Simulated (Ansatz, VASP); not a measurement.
# Li: VASP beside Ansatz

```xyz
2
Lattice="2.9448 0.0000 0.0000 -1.4724 2.5503 0.0000 0.0000 0.0000 4.8635" Properties=species:S:1:pos:R:3 pbc="T T T"
Li    0.0000    1.7002    1.2159
Li    1.4724    0.8501    3.6476
```

Alike in both runs: task relaxation of cell and atoms; functional PBE; dispersion D3(BJ); k mesh 18 × 18 × 10; occupations gaussian, width 0.1 eV; no spin polarisation.

```csv
,VASP,Ansatz
version,VASP 6.6.1,Ansatz 0.2.0
potentials or method,"VASP PAW PBE potentials, release 64 (Li_sv), cutoff 600 eV","scalar-relativistic, plane waves, PAW"
valence electrons in the cell,6,6
```

|  | VASP | Ansatz | Ansatz less VASP |
| --- | --- | --- | --- |
| gap on the k mesh at the Fermi level, each at its own relaxed structure (eV) | none | none | - |
| relaxed volume (Å³/atom) | 18.12 | 18.27 | +0.149 |
| relaxed cell length with the largest relative difference (Å) | 2.941 | 2.950 | +0.0095 |

A gap of «none» marks a metal or a gap that the smearing closes.

Noted on VASP's run: the cutoff is short for stress, so the pressure is rough.
